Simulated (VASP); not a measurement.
## Sb2N: single point with PBE

Crystal: Sb2N.

```
Sb N
1.0
     3.40517    0.00000    0.00000
     0.00000    3.40517    0.00000
     0.00000    0.00000    4.99567
Sb N
2 1
Direct
  0.50000 0.50000 0.50000
  0.00000 0.00000 0.00000
  0.00000 0.00000 0.50000
```

```
Program                : VASP 6.6.1
Task                   : single point
Functional             : PBE
Potentials or basis    : VASP PAW PBE potentials, release 64 (Sb, N)
Cutoff                 : 520 eV
k mesh                 : 4 × 4 × 6
Occupations            : gaussian, width 0.1 eV
Spin                   : no spin polarisation
Dipole correction      : no
Further INCAR settings : ALGO = Normal; EDIFF = 1e-07; NBANDS = 14
```

```
Pressure : -0.5 GPa
```

Levels at points of the mesh, in eV from the Fermi level:
```csv
k point,band 4,band 5,band 6,band 7,band 8,band 9,band 10,band 11
"(0.00, 0.00, 0.00)",-6.36,-4.14,-4.14,0.86,2.66,2.66,4.29,5.95
"(0.50, 0.00, 0.00)",-5.25,-3.07,-2.65,-1.68,0.35,0.52,2.58,4.07
"(0.50, 0.50, 0.00)",-7.17,-6.55,-4.62,-1.75,-1.75,0.17,3.96,4.06
"(0.00, 0.00, 0.50)",-3.98,-3.98,-2.16,0.27,0.89,2.05,2.05,5.15
"(0.50, 0.00, 0.50)",-5.44,-2.52,-1.30,-0.74,0.38,2.29,2.71,2.82
"(0.50, 0.50, 0.50)",-6.82,-6.82,-2.96,-2.96,-1.26,-0.69,2.26,4.92
```

Run time: 12 s on 1 thread of Intel(R) Xeon(R) Platinum 8559C (Emerald Rapids), on a shared host, peak memory 0.18 GiB.

Caveat: the k points lie up to 0.46 Å⁻¹ apart; spin-orbit coupling is left out, which moves the levels of the heavy elements.
